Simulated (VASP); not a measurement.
Here is a VASP 6.6.1 calculation.

Contents of INCAR:

```
PREC = Accurate
ENCUT = 520
EDIFF = 1E-7
ISMEAR = 0
SIGMA = 0.01
LREAL = Auto
LASPH = True
NELM = 60
ALGO = Fast
ISIF = 2
LWAVE = False
LCHARG = False
GGA = PE
NELECT = 296.0
NBANDS = 169
```

Contents of KPOINTS:

```
Automatic mesh
0
Gamma
  2 2 2
```

Contents of POSCAR:

```
Zn16S16O
1.0
    7.6923103689     -0.0000000001      0.0000000000
   -3.8461551845     -6.6617361932      0.0000000000
    0.0000000000      0.0000000000    -12.5886853856
Zn S O
16 16 1
Direct
    0.1603993958      0.3164287906      0.2511023434
    0.6627552318      0.3243847435      0.2512425277
    0.1605708951      0.8299457453      0.2510563951
    0.6678144018      0.8268359395      0.2837394772
    0.8327507916      0.1597670452      0.7504256978
    0.3429956841      0.1644828730      0.7479421224
    0.8326987730      0.6590019778      0.7504769242
    0.3345286366      0.6602700962      0.7487647393
    0.5009661286      0.4942885668      0.5018167048
   -0.0016843307      0.4922144946      0.4987094236
    0.5010327991      0.9928068963      0.5018052582
    0.0044312176      0.9952000773      0.5127903853
    0.4937236907     -0.0034891803      0.9985872588
    0.0198738151      0.0029334429      0.9874238644
    0.4935451044      0.4830369023      0.9986236509
   -0.0000272412      0.4930309125      0.9999502374
    0.1649552700      0.3244302135      0.0629423460
    0.6661250423      0.3260568713      0.0637513159
    0.1650738288      0.8266028597      0.0629127372
    0.6691887991      0.8275208097      0.0201584736
    0.8331001374      0.1616980865      0.5636005530
    0.3413822692      0.1637171342      0.5634965412
    0.8330222350      0.6574127536      0.5636339707
    0.3321157932      0.6591129822      0.5612334428
    0.4929384365      0.4851913371      0.3161546237
   -0.0013609785      0.4923294067      0.3107610998
    0.4930368309      0.9937503906      0.3161549591
    0.0099593285      0.9978890141      0.3279912881
    0.5001078891     -0.0066306996      0.8107415451
    0.0089989603     -0.0024801581      0.8015971534
    0.5000366716      0.4927092331      0.8107646997
    0.0004175754      0.4932218805      0.8130543243
    0.7688751323      0.8774119458      0.1399081483
```

Potentials or basis: VASP PAW PBE potentials, release 64 (Zn, S, O).

The run is started by

```bash
$ cat potpaw_PBE.64/Zn/POTCAR potpaw_PBE.64/S/POTCAR potpaw_PBE.64/O/POTCAR > POTCAR
$ mpirun -np 1 vasp_std > vasp.out
```

**Question.** What does it give for the largest force?

**Answer.** 0.114 eV/Å.

Forces in eV/Å, atoms in the order of the input:
```
Zn  -0.003  0.001  0.002
Zn   0.000  0.000  0.002
Zn  -0.004  0.000  0.001
Zn  -0.014  0.007 -0.047
Zn   0.000  0.000  0.000
Zn  -0.001 -0.001 -0.001
Zn   0.001  0.003  0.001
Zn  -0.001  0.002  0.003
Zn   0.001  0.001  0.002
Zn   0.001  0.001  0.003
Zn   0.001  0.001  0.002
Zn   0.001  0.000 -0.002
Zn  -0.008 -0.002 -0.001
Zn   0.007 -0.004 -0.001
Zn  -0.002  0.005 -0.001
Zn   0.001  0.002  0.000
S   -0.003 -0.003 -0.002
S    0.002 -0.002 -0.002
S    0.002  0.003 -0.001
S    0.026 -0.015 -0.062
S    0.000 -0.001 -0.002
S   -0.001  0.001  0.000
S    0.000  0.000 -0.001
S   -0.001  0.000 -0.001
S    0.000  0.002  0.002
S    0.002 -0.001  0.000
S   -0.002 -0.001  0.003
S    0.002 -0.002 -0.003
S    0.001  0.002 -0.004
S    0.000  0.001  0.004
S   -0.001 -0.002 -0.004
S    0.000 -0.002  0.001
O   -0.008  0.004  0.113
```

Caveat: the k points lie up to 0.47 Å⁻¹ apart, too coarse for converged energies and pressures of a metal; the cell carries a net charge on a neutralising background, which shifts energy and pressure; the cell differs from its parent crystal (with an interstitial atom, then relaxed in part).
